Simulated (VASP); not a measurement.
Runs of VASP 6.6.1 on C. The structure is that of space group Fd-3m (No. 227), or close to it. The cells are those of the table. 

```csv
cell,gap on the mesh (eV),pressure (GPa)
"a = 2.540 Å, angles 60.0°, 2 atoms",4.11,(b)
"a = 2.437 Å, angles 60.0°, 2 atoms",(a),49.8
"a = 2.588 Å, angles 60.0°, 2 atoms",3.98,-32.6
"a = 2.490 Å, angles 60.0°, 2 atoms",4.24,14.3
"a = 2.564 Å, angles 60.0°, 2 atoms",(c),-23.2
```

Alike in all rows: task single point; level PBE+D3(BJ); potentials or basis VASP PAW PBE potentials, release 64 (C); no spin polarisation; k mesh 12 × 12 × 12; cutoff (eV) 600; smearing gaussian 0.02 eV.

**Question.** Fill in the values left out.

**Answer.** (a) 4.39; (b) -12.4; (c) 4.04.

Caveats: the cell stands under tension (at least some runs); the cell stands under pressure (at least some runs).

A k mesh can miss the band edges.
